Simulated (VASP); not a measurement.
Crystal: V.

```xyz
2
Lattice="0.0000 2.5028 2.5028 2.5028 0.0000 2.5028 2.5028 2.5028 0.0000" Properties=species:S:1:pos:R:3 pbc="T T T"
V    -0.6257   -0.6257   -0.6257
V     0.6257    0.6257    0.6257
```

| Item | Value |
| --- | --- |
| Program | VASP 6.6.1 |
| Task | relaxation of cell and atoms |
| Functional | LDA |
| Potentials or basis | VASP PAW LDA potentials, release 64 (V_sv) |
| Cutoff | 600 eV |
| k mesh | 13 × 13 × 13 |
| Occupations | fermi-dirac, width 0.05 eV |
| Spin | no spin polarisation |

At the start: pressure 6.3 GPa; volume 15.68 Å³/atom.

Where does the relaxation end?

Over 6 steps the energy falls by 19.4 meV/atom and the volume is 16.71 Å³/atom (+6.6 %); space group Fd-3m (No. 227, to 0.05 Å).

The path:
```tsv
step	energy change (eV)	largest force (eV/Å)	pressure (GPa)	volume (Å³)
1	0.0000	0.0000	6.30	31.36
2	-0.0335	0.0000	-2.10	34.24
3	-0.0388	0.0000	0.05	33.42
4	-0.0388	0.0000	-0.16	33.46
5	-0.0388	0.0000	0.18	33.38
6	-0.0388	0.0000	-0.04	33.42
```

Final structure:
```
V
1.0
     0.00000    2.55646    2.55646
     2.55646    0.00000    2.55646
     2.55646    2.55646    0.00000
V
2
Cartesian
  4.4738 4.4738 4.4738
  0.6391 0.6391 0.6391
```
